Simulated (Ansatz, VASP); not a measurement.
**Zn4Se3S in VASP and in Ansatz**

```
Zn Se S
1.0
     4.00154    0.00000    0.00000
     0.00000    8.00889    0.00000
     0.00000    0.00000    5.65693
Zn Se S
4 3 1
Cartesian
  0.0000 5.9323 5.6200
  2.0008 4.0044 2.9286
  0.0000 2.0766 5.6200
  2.0008 0.0000 2.7988
  2.0008 5.9652 1.4149
  2.0008 2.0436 1.4149
  0.0000 0.0000 4.2477
  0.0000 4.0044 4.2397
```

Alike in both runs: functional PBE; k mesh 8 × 4 × 6; occupations gaussian, width 0.02 eV; no spin polarisation.

Ansatz relaxed the structure, and its values are those at the end. VASP's run is a single point on that final structure, the one shown.

```csv
,VASP,Ansatz
version,VASP 6.6.1,Ansatz 0.2.0
potentials or method,"VASP PAW PBE potentials, release 64 (Zn, Se, S), cutoff 520 eV","scalar-relativistic, plane waves, PAW"
valence electrons in the cell,72,102
```

```csv
,VASP,Ansatz,Ansatz less VASP
gap on the k mesh at the Fermi level (eV),1.28,1.28,-0.001
least direct gap on the mesh (eV),1.28,1.28,-0.001
pressure (GPa),0.2,0.0,-0.19
```

With one functional, cell and mesh, what is left measures potentials, basis and numerics. VASP's potentials hold 72 valence electrons a cell and Ansatz's 102, so a difference there can come from the potentials and not from the codes.
